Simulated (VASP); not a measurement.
# SiNi (Pnma) in VASP: further runs

SiNi is run at these levels: PBEsol; tasks: single point.

Program: VASP 6.6.1. These are calculated values, not measurements. Logs are shortened: lines on timing, memory, paths and dates and some standing lists are left out, and cuts for length are marked.

## 1. The cell of the first run

It takes space group Pnma (No. 62, orthorhombic). Conventional cell: a = 5.088 Å, b = 3.324 Å, c = 5.528 Å, α = 90.00°, β = 90.00°, γ = 90.00°. Within 3.0 Å of Si (site symmetry m) lie 6 Ni at 2.26 to 2.37 Å and 2 Si at 2.64 Å. Ni (site symmetry m) has 6 Si at 2.26 to 2.37 Å and 4 Ni at 2.64 to 2.66 Å within 3.0 Å.

## 2. Single point, PBEsol (strain -0.0100 x Voigt [0, 1, 0, 0, 0, 0])

Contents of INCAR:

```
  PREC = Accurate
  ENCUT = 520
  EDIFF = 1E-6
  ISMEAR = 0
  SIGMA = 0.15
  LREAL = F
  LASPH = T
  NELM = 100
  ALGO = Fast
  ISIF = 2
  LWAVE = F
  LCHARG = F
  GGA = PS
  NBANDS = 38
```

Contents of KPOINTS:

```
Automatic mesh
0
Gamma
  8 12 8
```

Contents of POSCAR:

```
SiNi
1.0
    5.0878282843      0.0000000000      0.0000000000
    0.0000000000      3.3241937761      0.0000000000
    0.0000000000      0.0000000000      5.5278301702
Si Ni
4 4
Direct
    0.3214276657      0.7500000000      0.0865554855
    0.1785723343      0.2500000000      0.5865554855
    0.8214276657      0.7500000000      0.4134445145
    0.6785723343      0.2500000000      0.9134445145
    0.0093007310      0.2500000000      0.1873863638
    0.4906992690      0.7500000000      0.6873863638
    0.5093007310      0.2500000000      0.3126136362
    0.9906992690      0.7500000000      0.8126136362
```

Potentials or basis: VASP PAW PBE potentials, release 64 (Si, Ni).

The run is started by

```bash
cat potpaw_PBE.64/Si/POTCAR potpaw_PBE.64/Ni/POTCAR > POTCAR
mpirun -np 1 vasp_std > vasp.out
```

OUTCAR:

```text
PREC = Accurate
   ENCUT = 520
   EDIFF = 1E-6
   ISMEAR = 0
   LREAL = F
   LASPH = T
   NELM = 100
   ISIF = 2
   GGA = PS

 ion  position               nearest neighbor table
   1  0.321  0.750  0.087-   8 2.26   7 2.29   7 2.29   5 2.37   5 2.37   6 2.37   4 2.64   4 2.64
                             3 3.12   3 3.12
   2  0.179  0.250  0.587-   7 2.26   8 2.29   8 2.29   6 2.37   6 2.37   5 2.37   3 2.64   3 2.64
                             4 3.12   4 3.12
   3  0.821  0.750  0.413-   6 2.26   5 2.29   5 2.29   7 2.37   7 2.37   8 2.37   2 2.64   2 2.64
                             1 3.12   1 3.12
   4  0.679  0.250  0.913-   5 2.26   6 2.29   6 2.29   8 2.37   8 2.37   7 2.37   1 2.64   1 2.64
                             2 3.12   2 3.12
   5  0.009  0.250  0.187-   4 2.26   3 2.29   3 2.29   1 2.37   1 2.37   2 2.37   7 2.64   7 2.64
                             8 2.66   8 2.66
   6  0.491  0.750  0.687-   3 2.26   4 2.29   4 2.29   2 2.37   2 2.37   1 2.37   8 2.64   8 2.64
                             7 2.66   7 2.66
   7  0.509  0.250  0.313-   2 2.26   1 2.29   1 2.29   3 2.37   3 2.37   4 2.37   5 2.64   5 2.64
                             6 2.66   6 2.66
   8  0.991  0.750  0.813-   1 2.26   2 2.29   2 2.29   4 2.37   4 2.37   3 2.37   6 2.64   6 2.64
                             5 2.66   5 2.66

  LATTYP: Found a simple orthorhombic cell.
 ALAT       =     3.3241937761
 B/A-ratio  =     1.5305450365
 C/A-ratio  =     1.6629085254

  Lattice vectors:

 A1 = (   0.0000000000,  -3.3241937761,   0.0000000000)
 A2 = (   5.0878282843,   0.0000000000,   0.0000000000)
 A3 = (   0.0000000000,   0.0000000000,   5.5278301702)

Analysis of symmetry for initial positions (statically):
=====================================================================
 Subroutine PRICEL returns:
 Original cell was already a primitive cell.

 Routine SETGRP: Setting up the symmetry group for a
 simple orthorhombic supercell.

 Subroutine GETGRP returns: Found  8 space group operations
 (whereof  2 operations were pure point group operations)
 out of a pool of  8 trial point group operations.

The static configuration has the point symmetry S_2 .
 The point group associated with its full space group is D_2h.

Analysis of symmetry for dynamics (positions and initial velocities):
=====================================================================
 Subroutine PRICEL returns:
 Original cell was already a primitive cell.

 Routine SETGRP: Setting up the symmetry group for a
 simple orthorhombic supercell.

 Subroutine GETGRP returns: Found  8 space group operations
 (whereof  2 operations were pure point group operations)
 out of a pool of  8 trial point group operations.

The dynamic configuration has the point symmetry S_2 .
 The point group associated with its full space group is D_2h.

 Subroutine INISYM returns: Found  8 space group operations
 (whereof  2 operations are pure point group operations),
 and found     1 'primitive' translations

----------------------------------------------------------------------------------------

                                     Primitive cell

  volume of cell :      93.4918

  direct lattice vectors                    reciprocal lattice vectors
     5.087828284  0.000000000  0.000000000     0.196547514  0.000000000  0.000000000
     0.000000000  3.324193776  0.000000000     0.000000000  0.300824822  0.000000000
     0.000000000  0.000000000  5.527830170     0.000000000  0.000000000  0.180902808

  length of vectors
     5.087828284  3.324193776  5.527830170     0.196547514  0.300824822  0.180902808

  position of ions in fractional coordinates (direct lattice)
     0.321427666  0.750000000  0.086555485
     0.178572334  0.250000000  0.586555485
     0.821427666  0.750000000  0.413444515
     0.678572334  0.250000000  0.913444515
     0.009300731  0.250000000  0.187386364
     0.490699269  0.750000000  0.687386364
     0.509300731  0.250000000  0.312613636
     0.990699269  0.750000000  0.812613636

  ion indices of the primitive-cell ions
   primitive index   ion index
                 1           1
                 2           2
                 3           3
                 4           4
                 5           5
                 6           6
                 7           7
                 8           8

----------------------------------------------------------------------------------------

 KPOINTS: Automatic mesh

Automatic generation of k-mesh.
 Grid dimensions read from file:
 generate k-points for:    8   12    8

 Generating k-lattice:

  Cartesian coordinates                     Fractional coordinates (reciprocal lattice)
     0.024568439  0.000000000  0.000000000     0.125000000  0.000000000  0.000000000
     0.000000000  0.025068735  0.000000000     0.000000000  0.083333333  0.000000000
     0.000000000  0.000000000  0.022612851     0.000000000  0.000000000  0.125000000

  Length of vectors
     0.024568439  0.025068735  0.022612851

  Shift w.r.t. Gamma in fractional coordinates (k-lattice)
     0.000000000  0.000000000  0.000000000

 Subroutine IBZKPT returns following result:
 ===========================================

 Found    175 irreducible k-points:

 Following reciprocal coordinates:
            Coordinates               Weight
  0.000000  0.000000  0.000000      1.000000
  0.125000  0.000000  0.000000      2.000000
  0.250000  0.000000  0.000000      2.000000
  0.375000  0.000000  0.000000      2.000000
  0.500000  0.000000  0.000000      1.000000
  0.000000  0.083333  0.000000      2.000000
[... 16 lines left out ...]
  0.250000  0.333333  0.000000      4.000000
  0.375000  0.333333  0.000000      4.000000
 [... further k-points ...]
   k-points           NKPTS =    175   k-points in BZ     NKDIM =    175   number of bands    NBANDS=     38
   number of dos      NEDOS =    301   number of ions     NIONS =      8
   total plane-waves  NPLWV =  47040
   dimension x,y,z NGX =    40 NGY =   28 NGZ =   42
   dimension x,y,z NGXF=    80 NGYF=   56 NGZF=   84
   ions per type =               4   4
   NGX,Y,Z   is equivalent  to a cutoff of  13.07, 14.00, 12.63 a.u.
   NGXF,Y,Z  is equivalent  to a cutoff of  26.14, 28.01, 25.26 a.u.
 SYSTEM =  unknown system
   PREC   = accura    normal or accurate (medium, high low for compatibility)
   ISTART =      0    job   : 0-new  1-cont  2-samecut
   ICHARG =      2    charge: 1-file 2-atom 10-const
   ISPIN  =      1    spin polarized calculation?
   LNONCOLLINEAR =      F non collinear calculations
   LSORBIT =      F    spin-orbit coupling
   LASPH  =      T    aspherical Exc in radial PAW
   ENCUT  =  520.0 eV  38.22 Ry    6.18 a.u.   9.46  6.18 10.28*2*pi/ulx,y,z
   NELM   =    100;   NELMIN=  2; NELMDL= -5     # of ELM steps
   EDIFF  = 0.1E-05   stopping-criterion for ELM
   LREAL  =      F    real-space projection
   EDIFFG = 0.1E-04   stopping-criterion for IOM
   NSW    =      0    number of steps for IOM
   IBRION =     -1    ionic relax: 0-MD 1-quasi-New 2-CG
   NFREE  =      0    steps in history (QN), initial steepest desc. (CG)
   ISIF   =      2    stress and relaxation
   ISYM   =      2    0-nonsym 1-usesym 2-fastsym
   POTIM  = 0.5000    time-step for ionic-motion
   TEBEG  =    0.0;   TEEND  =   0.0 temperature during run
   PSTRESS=    0.0 pullay stress
   NELECT =      56.0000    total number of electrons
   NUPDOWN=      -1.0000    fix difference up-down
   EMIN   =  10.00;   EMAX   =-10.00  energy-range for DOS
   EFERMI =   0.00;   METHOD = LEGACY
   ISMEAR =     0;   SIGMA  =   0.15  broadening in eV -4-tet -1-fermi 0-gaus
   EFERMI_NEDOS =   21; number of points for ismear=-14 and -15
   IALGO  =     68    algorithm
   IMIX   =      4    mixing-type and parameters
     AMIX     =   0.40;   BMIX     =  1.00
     AMIX_MAG =   1.60;   BMIX_MAG =  1.00
  volume/ion in A,a.u.               =      11.69        78.86
  Fermi-wavevector in a.u.,A,eV,Ry     =   1.380002  2.607825 25.911006  1.904405
  Thomas-Fermi vector in A             =   2.504919
   LORBIT       =      0    0 simple, 1 ext, 2 COOP (PROOUT), +10 PAW based schemes
   GGA     = PS    functional components
   LHFCALC =     F    Hartree Fock is set to
   AEXX    =    0.0000 exact exchange contribution
   IVDW    =     0    specifies the selected vdW correction
   LEPSILON=     F    determine dielectric tensor
   LRPA    =     F    only Hartree local field effects (RPA)
 non-spin polarized calculation
 RMM-DIIS sequential band-by-band and
 Gauss-broadening in eV      SIGMA  =   0.15
  energy-cutoff  :      520.00
  volume of cell :       93.49
 maximum number of plane-waves:      2540
 NGX is ok and might be reduce to    40
   NGX = 19   NGY = 13   NGZ = 21

 number of electron      56.0000004 magnetization

 Free energy of the ion-electron system (eV)
  ---------------------------------------------------
  ext. energy  EPLUGINS =         0.00000000
  ---------------------------------------------------
  free energy    TOTEN  =       -52.26534531 eV

  energy without entropy =      -52.24462776  energy(sigma->0) =      -52.25498653

 E-fermi :  10.8679     XC(G=0): -12.5046

 val. band max:       10.8411472878   @ k =   0.0000   0.1667   0.3750
 cond. band min:      10.8714037046   @ k =   0.0000   0.3333   0.0000
 fundamental gap:      0.0302564169
 Fermi energy:        10.8678535768

 k-point     1 :       0.0000    0.0000    0.0000
  band No.  band energies     occupation
      1      -2.4546      2.00000
      2       1.0532      2.00000
      3       2.2418      2.00000
      4       2.9135      2.00000
      5       4.1062      2.00000
      6       4.6561      2.00000
[... 30 lines left out ...]
     37      17.2555      0.00000
     38      17.6660      0.00000

 k-point     2 :       0.1250    0.0000    0.0000
  band No.  band energies     occupation
      1      -2.3676      2.00000
      2       0.8683      2.00000
      3       2.3052      2.00000
      4       2.5846      2.00000
      5       4.5270      2.00000
      6       4.6917      2.00000
[... 30 lines left out ...]
     37      17.2974      0.00000
     38      17.3053      0.00000

 k-point     3 :       0.2500    0.0000    0.0000
  band No.  band energies     occupation
      1      -2.1090      2.00000
      2       0.3061      2.00000
      3       2.3944      2.00000
      4       2.4742      2.00000
      5       4.2342      2.00000
      6       5.1774      2.00000
[... 30 lines left out ...]
     37      16.3343      0.00000
     38      17.3476      0.00000

 k-point     4 :       0.3750    0.0000    0.0000
  band No.  band energies     occupation
      1      -1.6857      2.00000
      2      -0.4220      2.00000
      3       2.4843      2.00000
      4       2.6522      2.00000
      5       4.0052      2.00000
      6       4.5929      2.00000
[... 30 lines left out ...]
     37      16.3293      0.00000
     38      17.1796      0.00000
[... 703 lines left out ...]
      4       3.2684      2.00000
      5       4.3373      2.00000
      6       5.1075      2.00000
[... 30 lines left out ...]
     37      15.9300      0.00000
     38      17.1675      0.00000

 k-point    23 :       0.2500    0.3333    0.0000
  band No.  band energies     occupation
      1      -0.6782      2.00000
      2       1.5026      2.00000
      3       2.7396      2.00000
      4       3.1537      2.00000
      5       4.6121      2.00000
      6       4.9189      2.00000
[... 30 lines left out ...]
     37      16.8201      0.00000
     38      18.1659      0.00000

 k-point    24 :       0.3750    0.3333    0.0000
  band No.  band energies     occupation
      1      -0.2850      2.00000
      2       0.8631      2.00000
      3       2.8958      2.00000
      4       3.1161      2.00000
      5       4.7285      2.00000
      6       4.8899      2.00000
[... 30 lines left out ...]
     37      16.7097      0.00000
     38      17.7473      0.00000

 [... further k-points ...]

------------------------ aborting loop because EDIFF is reached ----------------------------------------

  FORCE on cell =-STRESS in cart. coord.  units (eV):
  Direction    XX          YY          ZZ          XY          YZ          ZX
  --------------------------------------------------------------------------------------
  -------------------------------------------------------------------------------------
  Total        0.8933752      1.5895720      0.5701822      0.0000000      0.0000000      0.0000000
  in kB       15.3098533     27.2406411      9.7712653      0.0000000      0.0000000      0.0000000
  external PRESSURE =      17.4405866 kB  Pullay stress =       0.0000000 kB

 VOLUME and BASIS-vectors are now :
 -----------------------------------------------------------------------------
  energy-cutoff  :      520.00
  volume of cell :       93.49
      direct lattice vectors                 reciprocal lattice vectors
     5.087828284  0.000000000  0.000000000     0.196547514  0.000000000  0.000000000
     0.000000000  3.324193776  0.000000000     0.000000000  0.300824822  0.000000000
     0.000000000  0.000000000  5.527830170     0.000000000  0.000000000  0.180902808

 POSITION                                       TOTAL-FORCE (eV/Angst)
 -----------------------------------------------------------------------------------
      1.63537      2.49315      0.47846        -0.022144      0.000000     -0.067270
      0.90855      0.83105      3.24238         0.022144      0.000000     -0.067270
      4.17928      2.49315      2.28545        -0.022144      0.000000      0.067270
      3.45246      0.83105      5.04937         0.022144      0.000000      0.067270
      0.04732      0.83105      1.03584         0.010817     -0.000000     -0.040245
      2.49659      2.49315      3.79976        -0.010817      0.000000     -0.040245
      2.59123      0.83105      1.72808         0.010817     -0.000000      0.040245
      5.04051      2.49315      4.49199        -0.010817      0.000000      0.040245
 -----------------------------------------------------------------------------------
    total drift:                                0.000000      0.000000     -0.000000

  FREE ENERGIE OF THE ION-ELECTRON SYSTEM (eV)
  ---------------------------------------------------
  free  energy   TOTEN  =       -52.2653453133 eV

  energy  without entropy=      -52.2446277555  energy(sigma->0) =      -52.25498653
```

Wall time 17 min (1 thread of Oxide Virtual Turin-like, shared host); peak memory 0.51 GiB.

What came out:

```yaml
Free_energy: -52.2653 eV
Pressure: 1.7 GPa
Largest_force: 0.071 eV/Å
Band_gap_on_the_k_mesh: zero (bands 28 and 29 overlap by 1.85 eV)
```

Forces on the atoms (eV/Å):
```
Si  -0.022  0.000 -0.067
Si   0.022  0.000 -0.067
Si  -0.022  0.000  0.067
Si   0.022  0.000  0.067
Ni   0.011  0.000 -0.040
Ni  -0.011  0.000 -0.040
Ni   0.011  0.000  0.040
Ni  -0.011  0.000  0.040
```

Caveat: the cell differs from its parent crystal (strain -0.0100 x Voigt [0, 1, 0, 0, 0, 0]); the PAW data sets were made with another functional, which shifts forces and pressure a little. Spin polarisation is off, so any magnetic state and its effect on volume and gap are missing.

## 3. Single point, PBEsol (strain -0.0050 x Voigt [0, 1, 0, 0, 0, 0])

Contents of INCAR:

```
PREC     = Accurate       # precision mode
ENCUT    = 520            # plane-wave cutoff, eV
EDIFF    = 1E-7           # SCF threshold, eV
ISMEAR   = 0              # smearing method
SIGMA    = 0.15           # smearing width, eV
LREAL    = F              # projectors in reciprocal space
LASPH    = T              # aspherical terms in the spheres
NELM     = 60             # most SCF steps
ALGO     = Fast           # electronic algorithm
ISIF     = 2              # what is computed and relaxed
LWAVE    = F              # write WAVECAR
LCHARG   = F              # write CHGCAR
GGA      = PS             # functional
NBANDS   = 38             # bands
```

KPOINTS is that of step 2.

Edit POSCAR of step 2 so:

```diff
@@ -3,3 +3,3 @@
     5.0878282843      0.0000000000      0.0000000000
-    0.0000000000      3.3241937761      0.0000000000
+    0.0000000000      3.3409826335      0.0000000000
     0.0000000000      0.0000000000      5.5278301702
```

Potentials or basis: VASP PAW PBE potentials, release 64 (Si, Ni).

The run is started by

```bash
cat potpaw_PBE.64/Si/POTCAR potpaw_PBE.64/Ni/POTCAR > POTCAR
mpirun -np 1 vasp_std > vasp.out
```

Run time: 21 min. Hardware: 1 thread of Oxide Virtual Turin-like, shared host; peak memory 0.52 GiB.

Results (log left out):

```yaml
Free_energy: -52.2726 eV
Pressure: 1.1 GPa
Largest_force: 0.034 eV/Å
Band_gap_on_the_k_mesh: zero (bands 28 and 29 overlap by 1.86 eV)
```

Forces on the atoms (eV/Å):
```
Si  -0.018  0.000 -0.029
Si   0.018  0.000 -0.029
Si  -0.018  0.000  0.029
Si   0.018  0.000  0.029
Ni   0.013  0.000 -0.022
Ni  -0.013  0.000 -0.022
Ni   0.013  0.000  0.022
Ni  -0.013  0.000  0.022
```

Stress tensor (GPa, compression positive):
```
1.09 0.00 0.00
0.00 1.66 0.00
0.00 0.00 0.69
```

Levels at points of the mesh, in eV from the Fermi level:
```tsv
k point	band 25	band 26	band 27	band 28	band 29	band 30	band 31	band 32
(0.00, 0.00, 0.00)	-1.85	-1.25	-1.18	-0.98	0.62	1.37	3.39	3.88
(0.50, 0.00, 0.00)	-1.92	-1.92	1.04	1.04	1.07	1.07	3.78	3.78
(0.00, 0.50, 0.00)	-2.00	-2.00	-1.49	-1.49	-0.63	-0.63	2.06	2.06
(0.50, 0.50, 0.00)	-1.78	-1.78	-1.78	-1.78	0.50	0.50	0.50	0.50
(0.00, 0.00, 0.50)	-1.47	-1.47	-0.24	-0.24	0.89	0.89	3.38	3.38
(0.50, 0.00, 0.50)	-1.04	-1.04	0.80	0.80	2.36	2.36	2.72	2.72
(0.00, 0.50, 0.50)	-2.08	-2.08	-1.77	-1.77	0.16	0.16	1.39	1.39
(0.50, 0.50, 0.50)	-1.98	-1.98	-1.98	-1.98	2.65	2.65	2.65	2.65
```

Caveat: the cell differs from its parent crystal (strain -0.0050 x Voigt [0, 1, 0, 0, 0, 0]); the PAW data sets were made with another functional, which shifts forces and pressure a little. Spin polarisation is off, so any magnetic state and its effect on volume and gap are missing.

The gap in the log of VASP goes by the Fermi energy; the results here count the filled bands.